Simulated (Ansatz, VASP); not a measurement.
## Two plane-wave programs on Sn3PbO4

```xyz
8
Lattice="3.8616 0.0000 0.0000 0.0000 3.8616 0.0000 0.0000 0.0000 10.1569" Properties=species:S:1:pos:R:3 pbc="T T T"
Sn    1.9308    1.9308    6.2260
Sn    0.0000    0.0000    3.9308
Sn    0.0000    0.0000    9.0093
Pb    1.9308    1.9308    1.1476
O     1.9308    0.0000    0.0000
O     1.9308    0.0000    5.0784
O     0.0000    1.9308    0.0000
O     0.0000    1.9308    5.0784
```

Alike in both runs: task single point; functional PBE; k mesh 4 × 4 × 2; occupations gaussian, width 0.1 eV; no spin polarisation.

```csv
,VASP,Ansatz
version,VASP 6.6.1,Ansatz 0.2.0
potentials or method,"VASP PAW PBE potentials, release 64 (Sn_d, Pb_d, O), cutoff 520 eV","scalar-relativistic, plane waves, PAW"
valence electrons in the cell,80,80
```

```tsv
	VASP	Ansatz	Ansatz less VASP
gap on the k mesh at the Fermi level (eV)	0.75	0.74	-0.010
least direct gap on the mesh (eV)	1.71	1.75	+0.043
pressure (GPa)	4.3	4.2	-0.17
traceless stress, the component that is largest in VASP (GPa)	-0.37	-0.38	-0.009
rms of the force components (eV/Å)	0.526	0.512	-0.0143
```

Atom by atom the forces differ by 0.031 eV/Å (rms over components).

Neither program's run includes spin-orbit coupling.
